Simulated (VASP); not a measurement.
Input of a VASP 6.6.1 run:

File INCAR:

```
PREC     = Accurate       # precision mode
ENCUT    = 520            # plane-wave cutoff, eV
EDIFF    = 1E-7           # SCF threshold, eV
ISMEAR   = 0              # smearing method
SIGMA    = 0.05           # smearing width, eV
LREAL    = F              # projectors in reciprocal space
LASPH    = T              # aspherical terms in the spheres
NELM     = 150            # most SCF steps
ALGO     = Normal         # electronic algorithm
ISIF     = 2              # what is computed and relaxed
LWAVE    = F              # write WAVECAR
LCHARG   = T              # write CHGCAR
ISPIN    = 2              # spin polarisation
MAGMOM   = 0 0            # initial moments
LORBIT   = 11             # projections on sites
LMAXMIX  = 4              # l up to which the mixer works
GGA      = PE             # functional
LELF     = T              # ELF
LVHAR    = T            
NBANDS   = 21             # bands
```

KPOINTS

```
Automatic mesh
0
Gamma
  6 6 6
```

File POSCAR:

```
RuSe
1.0
    0.0000000000      2.9063344000      2.9063344000
    2.9063344000      0.0000000000      2.9063344000
    2.9063344000      2.9063344000      0.0000000000
Ru Se
1 1
Direct
    0.0000000000      0.0000000000      0.0000000000
    0.2500000000      0.2500000000      0.2500000000
```

Potentials or basis: VASP PAW PBE potentials, release 64 (Ru_pv, Se).

Launch:

```sh
$ cat potpaw_PBE.64/Ru_pv/POTCAR potpaw_PBE.64/Se/POTCAR > POTCAR
$ mpirun -np 1 vasp_std > vasp.out
```

(1) Predict the pressure.

(2) Estimate the band gap on the k mesh.

Answers

(1) -12.7 GPa.

(2) zero (filled and empty bands overlap).
